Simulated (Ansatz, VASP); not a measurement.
## Two plane-wave programs on Hf

```
Hf
1.0
     0.00000    2.21264    2.28894
     2.03825    0.00000    2.28894
     2.03825    2.21264    0.00000
Hf
1
Direct
  0.00000 0.00000 0.00000
```

Change from the starting cell: strain +e along x and -e along y -0.0400, strain +e along z and -e/2 along x and y +0.0500.

Alike in both runs: task single point; functional LDA; k mesh 18 × 18 × 18; occupations gaussian, width 0.15 eV; no spin polarisation.

|  | VASP | Ansatz |
| --- | --- | --- |
| version | VASP 6.6.1 | Ansatz 0.2.0 |
| potentials or method | VASP PAW LDA potentials, release 64 (Hf_pv), cutoff 520 eV | scalar-relativistic, plane waves, PAW |
| valence electrons in the cell | 10 | 26 |

```csv
,VASP,Ansatz,Ansatz less VASP
gap on the k mesh at the Fermi level (eV),none,none,-
pressure (GPa),0.4,0.3,-0.03
"traceless stress, the component that is largest in VASP (GPa)",2.74,2.71,-0.030
```

LDA's correlation is that of Perdew and Zunger in VASP and of Perdew and Wang (1992) in Ansatz. A gap of «none» marks a metal or a gap that the smearing closes. VASP's potentials hold 10 valence electrons a cell and Ansatz's 26, so a difference there can come from the potentials and not from the codes.

Spin-orbit coupling is off throughout.
